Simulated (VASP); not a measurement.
Set up this calculation in VASP 6.6.1, as the native input.

| Property | Result |
| --- | --- |
| Task | single point |
| Functional | LDA |
| Potentials or basis | VASP PAW LDA potentials, release 64 (B, N) |
| Cutoff | 520 eV |
| k mesh | 12 × 12 × 4 |
| Occupations | gaussian, width 0.05 eV |
| Spin | no spin polarisation |
| Dipole correction | no |
| Further INCAR settings | ALGO = Normal; EDIFF = 1e-07; NBANDS = 16 |

The structure of BN lies in POSCAR:

```
BN
1.0
    2.6433818912      0.0000000000      0.0000000000
   -1.3216909456      2.2892358697      0.0000000000
    0.0000000000      0.0000000000      5.9772087543
B N
2 2
Direct
    0.3333333333      0.6666666667      0.2500000000
    0.6666666667      0.3333333333      0.7500000000
    0.3333333333      0.6666666667      0.7500000000
    0.6666666667      0.3333333333      0.2500000000
```

This cell differs from its parent crystal: ratio of the length along z to the lengths across it x 0.85, volume and fractional coordinates fixed.

These files were run (other wordings do the same):

INCAR

```
PREC = Accurate ; ENCUT = 520
EDIFF = 1E-7 ; ISMEAR = 0
SIGMA = 0.05 ; LREAL = False
LASPH = True ; NELM = 80
ALGO = Normal ; ISIF = 2
LWAVE = False ; LCHARG = True
LELF = True ; LVHAR = True
NBANDS = 16
```

KPOINTS

```
regular mesh
0
Gamma
  12 12 4
```

Potentials or basis: VASP PAW LDA potentials, release 64 (B, N).

The run is started by

```console
$ cat potpaw_LDA.64/B/POTCAR potpaw_LDA.64/N/POTCAR > POTCAR
$ mpirun -np 1 vasp_std > vasp.out
```

It gave:

| Quantity | Value |
| --- | --- |
| Pressure | -36.4 GPa |
| Band gap on the k mesh | 3.68 eV, indirect (least direct gap 3.85 eV) |

Wall time 26 s on 1 thread of Intel(R) Xeon(R) Platinum 8259CL CPU @ 2.50GHz (Skylake/Cascade Lake) (shared host), peak memory 0.14 GiB.
